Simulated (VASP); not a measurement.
**Te: single point with PBE**

The system is Te.

```
Te
1.0
     0.00000    3.59292    3.59292
     3.59292    0.00000    3.59292
     3.59292    3.59292    0.00000
Te
2
Direct
  0.87500 0.87500 0.87500
  0.12500 0.12500 0.12500
```

This isn't the form of Te at room conditions, which is trigonal, of chains.

```yaml
Program: VASP 6.6.1
Task: single point
Functional: PBE
Potentials_or_basis: VASP PAW PBE potentials, release 64 (Te)
Cutoff: 520 eV
k_mesh: 10 × 10 × 10
Occupations: fermi-dirac, width 0.1 eV
Spin: no spin polarisation
Dipole_correction: no
Further_INCAR_settings: ALGO = Normal; EDIFF = 1e-06; NBANDS = 13
```

The pressure is 0.0 GPa and the band gap on the k mesh is zero (bands 6 and 7 overlap by 0.92 eV).

Levels at points of the mesh, in eV from the Fermi level:
```tsv
k point	band 4	band 5	band 6	band 7	band 8	band 9
(0.00, 0.00, 0.00)	-2.95	-2.95	-0.66	-0.66	-0.66	3.71
(0.50, 0.00, 0.00)	-3.53	-3.41	0.26	0.26	1.50	5.54
(0.50, 0.50, 0.00)	-4.15	-1.58	-1.58	1.89	1.89	5.12
```

Run time: 46 s on 1 thread of Intel(R) Xeon(R) Platinum 8259CL CPU @ 2.50GHz (Skylake/Cascade Lake), with other jobs on the host, peak memory 0.25 GiB.

Caveat: spin-orbit coupling is left out, which moves the levels of the heavy elements.
